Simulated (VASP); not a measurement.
Input of a VASP 6.6.1 run:

File INCAR:

```
SYSTEM = MoS2
PREC = Accurate
ENCUT = 520
EDIFF = 1E-6
ISMEAR = 0
SIGMA = 0.15
LREAL = .FALSE.
LASPH = .TRUE.
NELM = 60
ALGO = Fast
ISIF = 2
LWAVE = .FALSE.
LCHARG = .FALSE.
GGA = PS
IVDW = 12
NBANDS = 49
```

The input KPOINTS:

```
Automatic mesh
0
G
  14 14 3
  0 0 0
```

POSCAR

```
MoS2
1.0
   -3.0798097231      0.0000000000      0.0000000000
   -1.5399048616     -2.6671934590      0.0000000000
   -1.3859143754     -0.8001580377     17.1411508765
Mo S
3 6
Direct
    0.6159475733      0.6159475733      0.1690636447
    0.7463639496     -0.2536360504      0.8454535013
    0.1811557614      0.1811557614      0.5072585730
    0.3848572907      0.3848572907      0.9393645867
    0.8196491025     -0.1803508975      0.6011696583
    0.2544409143      0.2544409143      0.2629747300
    0.5426624204      0.5426624204      0.4133474877
    0.9774542322     -0.0225457678      0.0751525593
    0.1078706085      0.1078706085      0.7515424160
```

Potentials or basis: VASP PAW PBE potentials, release 64 (Mo_sv, S).

Command:

```bash
$ cat potpaw_PBE.64/Mo_sv/POTCAR potpaw_PBE.64/S/POTCAR > POTCAR
$ mpirun -np 1 vasp_std > vasp.out
```

Q: Estimate the dispersion energy per atom.

A: -0.421 eV.

Q: Estimate the band gap on the k mesh.

A: Zero (bands 39 and 40 overlap by 0.67 eV).

Q: What does it give for the pressure?

A: 0.8 GPa.

Stress tensor (GPa, compression positive):
```
 1.23 -0.20 -0.27
-0.20  1.46 -0.16
-0.27 -0.16 -0.19
```

Caveat: the cell differs from its parent crystal (the part above a cut slid along it); the PAW data sets were made with another functional, which shifts forces and pressure a little.
